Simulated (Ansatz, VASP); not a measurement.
## ZnO: VASP beside Ansatz

The input INCAR:

```
PREC     = Accurate       # precision mode
ENCUT    = 600            # plane-wave cutoff, eV
EDIFF    = 1E-6           # SCF threshold, eV
ISMEAR   = -1             # smearing method
SIGMA    = 0.08           # smearing width, eV
LREAL    = False          # projectors in reciprocal space
LASPH    = True           # aspherical terms in the spheres
NELM     = 100            # most SCF steps
ALGO     = Normal         # electronic algorithm
ISIF     = 3              # what is computed and relaxed
LWAVE    = False          # write WAVECAR
LCHARG   = False          # write CHGCAR
GGA      = CA             # functional
IBRION   = 2              # ionic algorithm
NSW      = 100            # ionic steps
EDIFFG   = -0.002         # ionic threshold
```

KPOINTS

```
regular mesh
0
Gamma
  12 12 6
```

The input POSCAR:

```
ZnO
1.0
    3.2493080000      0.0000000000      0.0000000000
   -1.6246540000      2.8139832727      0.0000000000
    0.0000000000      0.0000000000      5.2057090000
Zn O
2 2
Direct
    0.3333333333      0.6666666667      0.5000000000
    0.6666666667      0.3333333333      0.0000000000
    0.6666666667      0.3333333333      0.3790100000
    0.3333333333      0.6666666667      0.8790100000
```

Input for Ansatz:

```yaml
crystal:
  lattice:
    - [3.24930799999, 0.0, 0.0]
    - [-1.624654, 2.81398327271, 0.0]
    - [0.0, 0.0, 5.205709]
  atoms:
    - { symbol: Zn, position: [0.333333333333, 0.666666666667, 0.5] }
    - { symbol: Zn, position: [0.666666666667, 0.333333333333, 0.0] }
    - { symbol: O, position: [0.666666666667, 0.333333333333, 0.37901] }
    - { symbol: O, position: [0.333333333333, 0.666666666667, 0.87901] }
kpoints:
  mp_grid: { grid: [12, 12, 6] }
scf:
  occupations: { method: fermi_dirac, width: 0.08 }
hamiltonian:
  xc: lda
  pseudopotentials: { kind: paw }
relax:
  f_tol: 0.002
  max_steps: 80
  cell: {}
output:
  forces: true
  stress: true
```

Alike in both runs: task relaxation of cell and atoms; functional LDA; k mesh 12 × 12 × 6; occupations fermi-dirac, width 0.08 eV; no spin polarisation.

|  | VASP | Ansatz |
| --- | --- | --- |
| version | VASP 6.6.1 | Ansatz 0.2.0 |
| potentials or method | VASP PAW LDA potentials, release 64 (Zn, O) | PAW with Ansatz's default frozen-core files, scalar-relativistic |
| plane-wave cutoff (eV) | 600 | 420 |
| valence electrons in the cell | 36 | 36 |

VASP gave:

- relaxed volume (Å³/atom): 11.40
- relaxed length of the cell vector where the two differ most in proportion (Å): 5.164

Task: Which values does Ansatz return?

Result: Relaxed volume (Å³/atom): 11.33; relaxed length of the cell vector where the two differ most in proportion (Å): 5.152.

LDA's correlation is that of Perdew and Zunger in VASP and of Perdew and Wang (1992) in Ansatz.
